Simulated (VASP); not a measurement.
# ScAl3 (Pm-3m) in VASP: notebook

The runs below take ScAl3 through single point, with PBEsol.

Program: VASP 6.6.1. These are calculated values, not measurements. Logs are shortened: lines on timing, memory, paths and dates and some standing lists are left out, and cuts for length are marked.

## (1) The cell of the first run

It takes space group Pm-3m (No. 221, cubic). Conventional cell: a = 4.071 Å, b = 4.071 Å, c = 4.071 Å, α = 90.00°, β = 90.00°, γ = 90.00°. Sc (site symmetry m-3m) has 12 Al at 2.88 Å within 3.8 Å. Al (site symmetry 4/mmm) has 4 Sc at 2.88 Å and 8 Al at 2.88 Å within 3.8 Å.

## (2) Single point, PBEsol

File INCAR:

```
PREC     = Accurate       # precision mode
ENCUT    = 520            # plane-wave cutoff, eV
EDIFF    = 1E-6           # SCF threshold, eV
ISMEAR   = 0              # smearing method
SIGMA    = 0.15           # smearing width, eV
LREAL    = False          # projectors in reciprocal space
LASPH    = True           # aspherical terms in the spheres
NELM     = 80             # most SCF steps
ALGO     = Fast           # electronic algorithm
ISIF     = 2              # what is computed and relaxed
LWAVE    = False          # write WAVECAR
LCHARG   = True           # write CHGCAR
GGA      = PS             # functional
LELF     = True           # ELF
LVHAR    = True         
NBANDS   = 18             # bands
```

File KPOINTS:

```
Automatic mesh
0
Gamma
  14 14 14
```

File POSCAR:

```
ScAl3
1.0
    4.0712986163      0.0000000000      0.0000000000
    0.0000000000      4.0712986163      0.0000000000
    0.0000000000      0.0000000000      4.0712986163
Sc Al
1 3
Direct
    0.0000000000      0.0000000000      0.0000000000
    0.5000000000      0.0000000000      0.5000000000
    0.0000000000      0.5000000000      0.5000000000
    0.5000000000      0.5000000000      0.0000000000
```

Potentials or basis: VASP PAW PBE potentials, release 64 (Sc_sv, Al).

Run with:

```
$ cat potpaw_PBE.64/Sc_sv/POTCAR potpaw_PBE.64/Al/POTCAR > POTCAR
$ mpirun -np 1 vasp_std > vasp.out
```

OUTCAR:

```text
PREC = Accurate
   ENCUT = 520
   EDIFF = 1E-6
   ISMEAR = 0
   LREAL = False
   LASPH = True
   NELM = 80
   ISIF = 2
   GGA = PS

 ion  position               nearest neighbor table
   1  0.000  0.000  0.000-   2 2.88   3 2.88   4 2.88   2 2.88   3 2.88   3 2.88   4 2.88   3 2.88
                             2 2.88   4 2.88   2 2.88   4 2.88
   2  0.500  0.000  0.500-   1 2.88   3 2.88   4 2.88   1 2.88   4 2.88   3 2.88   4 2.88   4 2.88
                             1 2.88   3 2.88   1 2.88   3 2.88
   3  0.000  0.500  0.500-   1 2.88   2 2.88   4 2.88   1 2.88   4 2.88   1 2.88   2 2.88   1 2.88
                             2 2.88   4 2.88   4 2.88   2 2.88
   4  0.500  0.500  0.000-   1 2.88   2 2.88   3 2.88   2 2.88   3 2.88   1 2.88   2 2.88   2 2.88
                             1 2.88   3 2.88   3 2.88   1 2.88

  LATTYP: Found a simple cubic cell.
 ALAT       =     4.0712986163

  Lattice vectors:

 A1 = (   4.0712986163,   0.0000000000,   0.0000000000)
 A2 = (   0.0000000000,   4.0712986163,   0.0000000000)
 A3 = (   0.0000000000,   0.0000000000,   4.0712986163)

Analysis of symmetry for initial positions (statically):
=====================================================================
 Subroutine PRICEL returns:
 Original cell was already a primitive cell.

 Routine SETGRP: Setting up the symmetry group for a
 simple cubic supercell.

 Subroutine GETGRP returns: Found 48 space group operations
 (whereof 48 operations were pure point group operations)
 out of a pool of 48 trial point group operations.

The static configuration has the point symmetry O_h .

Analysis of symmetry for dynamics (positions and initial velocities):
=====================================================================
 Subroutine PRICEL returns:
 Original cell was already a primitive cell.

 Routine SETGRP: Setting up the symmetry group for a
 simple cubic supercell.

 Subroutine GETGRP returns: Found 48 space group operations
 (whereof 48 operations were pure point group operations)
 out of a pool of 48 trial point group operations.

The dynamic configuration has the point symmetry O_h .

 Subroutine INISYM returns: Found 48 space group operations
 (whereof 48 operations are pure point group operations),
 and found     1 'primitive' translations

----------------------------------------------------------------------------------------

                                     Primitive cell

  volume of cell :      67.4837

  direct lattice vectors                    reciprocal lattice vectors
     4.071298616  0.000000000  0.000000000     0.245621875  0.000000000  0.000000000
     0.000000000  4.071298616  0.000000000     0.000000000  0.245621875  0.000000000
     0.000000000  0.000000000  4.071298616     0.000000000  0.000000000  0.245621875

  length of vectors
     4.071298616  4.071298616  4.071298616     0.245621875  0.245621875  0.245621875

  position of ions in fractional coordinates (direct lattice)
     0.000000000  0.000000000  0.000000000
     0.500000000  0.000000000  0.500000000
     0.000000000  0.500000000  0.500000000
     0.500000000  0.500000000  0.000000000

  ion indices of the primitive-cell ions
   primitive index   ion index
                 1           1
                 2           2
                 3           3
                 4           4

----------------------------------------------------------------------------------------

 KPOINTS: Automatic mesh

Automatic generation of k-mesh.
 Grid dimensions read from file:
 generate k-points for:   14   14   14

 Generating k-lattice:

  Cartesian coordinates                     Fractional coordinates (reciprocal lattice)
     0.017544420  0.000000000  0.000000000     0.071428571  0.000000000  0.000000000
     0.000000000  0.017544420  0.000000000     0.000000000  0.071428571  0.000000000
     0.000000000  0.000000000  0.017544420     0.000000000  0.000000000  0.071428571

  Length of vectors
     0.017544420  0.017544420  0.017544420

  Shift w.r.t. Gamma in fractional coordinates (k-lattice)
     0.000000000  0.000000000  0.000000000

 Subroutine IBZKPT returns following result:
 ===========================================

 Found    120 irreducible k-points:

 Following reciprocal coordinates:
            Coordinates               Weight
  0.000000  0.000000  0.000000      1.000000
  0.071429  0.000000  0.000000      6.000000
  0.142857  0.000000  0.000000      6.000000
  0.214286  0.000000  0.000000      6.000000
  0.285714  0.000000  0.000000      6.000000
  0.357143  0.000000  0.000000      6.000000
[... 16 lines left out ...]
  0.285714  0.214286  0.000000     24.000000
  0.357143  0.214286  0.000000     24.000000
 [... further k-points ...]
   k-points           NKPTS =    120   k-points in BZ     NKDIM =    120   number of bands    NBANDS=     18
   number of dos      NEDOS =    301   number of ions     NIONS =      4
   total plane-waves  NPLWV =  27000
   dimension x,y,z NGX =    30 NGY =   30 NGZ =   30
   dimension x,y,z NGXF=    60 NGYF=   60 NGZF=   60
   ions per type =               1   3
   NGX,Y,Z   is equivalent  to a cutoff of  12.25, 12.25, 12.25 a.u.
   NGXF,Y,Z  is equivalent  to a cutoff of  24.50, 24.50, 24.50 a.u.
 SYSTEM =  unknown system
   PREC   = accura    normal or accurate (medium, high low for compatibility)
   ISTART =      0    job   : 0-new  1-cont  2-samecut
   ICHARG =      2    charge: 1-file 2-atom 10-const
   ISPIN  =      1    spin polarized calculation?
   LNONCOLLINEAR =      F non collinear calculations
   LSORBIT =      F    spin-orbit coupling
   LASPH  =      T    aspherical Exc in radial PAW
   ENCUT  =  520.0 eV  38.22 Ry    6.18 a.u.   7.57  7.57  7.57*2*pi/ulx,y,z
   NELM   =     80;   NELMIN=  2; NELMDL= -5     # of ELM steps
   EDIFF  = 0.1E-05   stopping-criterion for ELM
   LREAL  =      F    real-space projection
   EDIFFG = 0.1E-04   stopping-criterion for IOM
   NSW    =      0    number of steps for IOM
   IBRION =     -1    ionic relax: 0-MD 1-quasi-New 2-CG
   NFREE  =      0    steps in history (QN), initial steepest desc. (CG)
   ISIF   =      2    stress and relaxation
   ISYM   =      2    0-nonsym 1-usesym 2-fastsym
   POTIM  = 0.5000    time-step for ionic-motion
   TEBEG  =    0.0;   TEEND  =   0.0 temperature during run
   PSTRESS=    0.0 pullay stress
   NELECT =      20.0000    total number of electrons
   NUPDOWN=      -1.0000    fix difference up-down
   EMIN   =  10.00;   EMAX   =-10.00  energy-range for DOS
   EFERMI =   0.00;   METHOD = LEGACY
   ISMEAR =     0;   SIGMA  =   0.15  broadening in eV -4-tet -1-fermi 0-gaus
   EFERMI_NEDOS =   21; number of points for ismear=-14 and -15
   IALGO  =     68    algorithm
   IMIX   =      4    mixing-type and parameters
     AMIX     =   0.40;   BMIX     =  1.00
     AMIX_MAG =   1.60;   BMIX_MAG =  1.00
  volume/ion in A,a.u.               =      16.87       113.85
  Fermi-wavevector in a.u.,A,eV,Ry     =   1.091487  2.062611 16.209215  1.191344
  Thomas-Fermi vector in A             =   2.227733
   LORBIT       =      0    0 simple, 1 ext, 2 COOP (PROOUT), +10 PAW based schemes
   GGA     = PS    functional components
   LHFCALC =     F    Hartree Fock is set to
   AEXX    =    0.0000 exact exchange contribution
   IVDW    =     0    specifies the selected vdW correction
   LEPSILON=     F    determine dielectric tensor
   LRPA    =     F    only Hartree local field effects (RPA)
 non-spin polarized calculation
 RMM-DIIS sequential band-by-band and
 Gauss-broadening in eV      SIGMA  =   0.15
  energy-cutoff  :      520.00
  volume of cell :       67.48
 maximum number of plane-waves:      1856
   NGX = 15   NGY = 15   NGZ = 15

 number of electron      19.9999997 magnetization

 Free energy of the ion-electron system (eV)
  ---------------------------------------------------
  ext. energy  EPLUGINS =         0.00000000
  ---------------------------------------------------
  free energy    TOTEN  =       -20.77211940 eV

  energy without entropy =      -20.75801297  energy(sigma->0) =      -20.76506619

 E-fermi :   7.3205     XC(G=0): -10.5463

 val. band max:        7.3171770655   @ k =   0.2857   0.2857   0.0000
 cond. band min:       7.3476472003   @ k =   0.5000   0.2857   0.2143
 fundamental gap:      0.0304701348
 Fermi energy:         7.3204747692

 k-point     1 :       0.0000    0.0000    0.0000
  band No.  band energies     occupation
      1     -41.3886      2.00000
      2     -20.1927      2.00000
      3     -20.1927      2.00000
      4     -20.1927      2.00000
      5      -2.7735      2.00000
      6       4.6705      2.00000
[... 10 lines left out ...]
     17      12.6772      0.00000
     18      12.6772      0.00000

 k-point     2 :       0.0714    0.0000    0.0000
  band No.  band energies     occupation
      1     -41.3885      2.00000
      2     -20.1944      2.00000
      3     -20.1925      2.00000
      4     -20.1925      2.00000
      5      -2.7259      2.00000
      6       4.2052      2.00000
[... 10 lines left out ...]
     17      12.7239      0.00000
     18      12.7242      0.00000

 k-point     3 :       0.1429    0.0000    0.0000
  band No.  band energies     occupation
      1     -41.3883      2.00000
      2     -20.1993      2.00000
      3     -20.1921      2.00000
      4     -20.1921      2.00000
      5      -2.5836      2.00000
      6       3.4144      2.00000
[... 10 lines left out ...]
     17      12.7635      0.00000
     18      12.7637      0.00000

 k-point     4 :       0.2143    0.0000    0.0000
  band No.  band energies     occupation
      1     -41.3880      2.00000
      2     -20.2064      2.00000
      3     -20.1916      2.00000
      4     -20.1916      2.00000
      5      -2.3491      2.00000
      6       2.5769      2.00000
[... 375 lines left out ...]
      4     -20.1905      2.00000
      5      -1.9373      2.00000
      6       2.7921      2.00000
[... 10 lines left out ...]
     17      11.9332      0.00000
     18      12.7264      0.00000

 k-point    23 :       0.2857    0.2143    0.0000
  band No.  band energies     occupation
      1     -41.3871      2.00000
      2     -20.2127      2.00000
      3     -20.2042      2.00000
      4     -20.1899      2.00000
      5      -1.6254      2.00000
      6       2.1026      2.00000
[... 10 lines left out ...]
     17      12.0161      0.00000
     18      13.0299      0.00000

 k-point    24 :       0.3571    0.2143    0.0000
  band No.  band energies     occupation
      1     -41.3868      2.00000
      2     -20.2196      2.00000
      3     -20.2035      2.00000
      4     -20.1894      2.00000
      5      -1.2395      2.00000
      6       1.3603      2.00000
[... 10 lines left out ...]
     17      12.2628      0.00000
     18      12.7986      0.00000

 [... further k-points ...]

------------------------ aborting loop because EDIFF is reached ----------------------------------------

  FORCE on cell =-STRESS in cart. coord.  units (eV):
  Direction    XX          YY          ZZ          XY          YZ          ZX
  --------------------------------------------------------------------------------------
  -------------------------------------------------------------------------------------
  Total        0.0012267      0.0012267      0.0012267      0.0000000      0.0000000     -0.0000000
  in kB        0.0291246      0.0291246      0.0291246      0.0000000      0.0000000     -0.0000000
  external PRESSURE =       0.0291246 kB  Pullay stress =       0.0000000 kB

 VOLUME and BASIS-vectors are now :
 -----------------------------------------------------------------------------
  energy-cutoff  :      520.00
  volume of cell :       67.48
      direct lattice vectors                 reciprocal lattice vectors
     4.071298616  0.000000000  0.000000000     0.245621875  0.000000000  0.000000000
     0.000000000  4.071298616  0.000000000     0.000000000  0.245621875  0.000000000
     0.000000000  0.000000000  4.071298616     0.000000000  0.000000000  0.245621875

 POSITION                                       TOTAL-FORCE (eV/Angst)
 -----------------------------------------------------------------------------------
      0.00000      0.00000      0.00000         0.000000      0.000000      0.000000
      2.03565      0.00000      2.03565         0.000000      0.000000      0.000000
      0.00000      2.03565      2.03565         0.000000      0.000000      0.000000
      2.03565      2.03565      0.00000         0.000000      0.000000      0.000000
 -----------------------------------------------------------------------------------
    total drift:                               -0.000000     -0.000000      0.000000

  FREE ENERGIE OF THE ION-ELECTRON SYSTEM (eV)
  ---------------------------------------------------
  free  energy   TOTEN  =       -20.7721194039 eV

  energy  without entropy=      -20.7580129663  energy(sigma->0) =      -20.76506619
```

Wall time 2.2 min (1 thread of Intel Xeon Platinum 8259CL at 2.50GHz (Skylake/Cascade Lake), shared host); peak memory 0.26 GiB.

What came out:

```yaml
Free_energy: -20.7721 eV
Pressure: 0.0 GPa
Band_gap_on_the_k_mesh: zero (band 10 reaches 8.31 eV, above the bottom of band 11 at 4.35 eV)
```

Levels at points of the mesh, in eV from the Fermi level:
```
           k point  band 7  band 8  band 9  band 10  band 11  band 12  band 13  band 14
(0.00, 0.00, 0.00)   -2.65   -1.82   -1.82    -1.82     1.21     1.30     1.30     1.30
(0.50, 0.00, 0.00)   -1.74   -1.74   -1.52     0.94     1.02     1.02     1.34     1.64
(0.50, 0.50, 0.00)   -5.65   -4.40   -0.56    -0.56     1.20     1.37     2.08     2.52
(0.50, 0.50, 0.50)   -4.82   -4.53   -2.97    -2.97    -2.97     0.94     2.63     2.63
```

Caveat: the PAW data sets were made with another functional, which shifts forces and pressure a little.

## (3) Single point, PBEsol

File INCAR:

```
SYSTEM = ScAl3
PREC = Accurate
ENCUT = 520
EDIFF = 1E-7
ISMEAR = 0
SIGMA = 0.15
LREAL = .FALSE.
LASPH = .TRUE.
NELM = 100
ALGO = Normal
ISIF = 2
LWAVE = .FALSE.
LCHARG = .FALSE.
GGA = PS
NBANDS = 18
```

File KPOINTS:

```
Automatic mesh
0
G
  12 12 12
  0 0 0
```

POSCAR is that of step 2.

Potentials or basis: VASP PAW PBE potentials, release 64 (Sc_sv, Al).

Run with:

```
$ cat potpaw_PBE.64/Sc_sv/POTCAR potpaw_PBE.64/Al/POTCAR > POTCAR
$ mpirun -np 1 vasp_std > vasp.out
```

It took 72 s on 1 thread of Intel Xeon Platinum 8259CL at 2.50GHz (Skylake/Cascade Lake), shared host; peak memory 0.23 GiB.

The run converged. Its results:

* Free energy: -20.7720 eV
* Pressure: 0.2 GPa
* Band gap on the k mesh: zero (band 10 reaches 8.26 eV, above the bottom of band 11 at 4.35 eV)

Levels at points of the mesh, in eV from the Fermi level:
| k point | band 7 | band 8 | band 9 | band 10 | band 11 | band 12 | band 13 | band 14 |
| --- | --- | --- | --- | --- | --- | --- | --- | --- |
| (0.00, 0.00, 0.00) | -2.65 | -1.82 | -1.82 | -1.82 | 1.21 | 1.29 | 1.29 | 1.29 |
| (0.50, 0.00, 0.00) | -1.74 | -1.74 | -1.52 | 0.94 | 1.02 | 1.02 | 1.33 | 1.64 |
| (0.50, 0.50, 0.00) | -5.65 | -4.41 | -0.56 | -0.56 | 1.20 | 1.37 | 2.08 | 2.52 |
| (0.50, 0.50, 0.50) | -4.82 | -4.53 | -2.97 | -2.97 | -2.97 | 0.93 | 2.62 | 2.62 |

Caveat: the PAW data sets were made with another functional, which shifts forces and pressure a little.
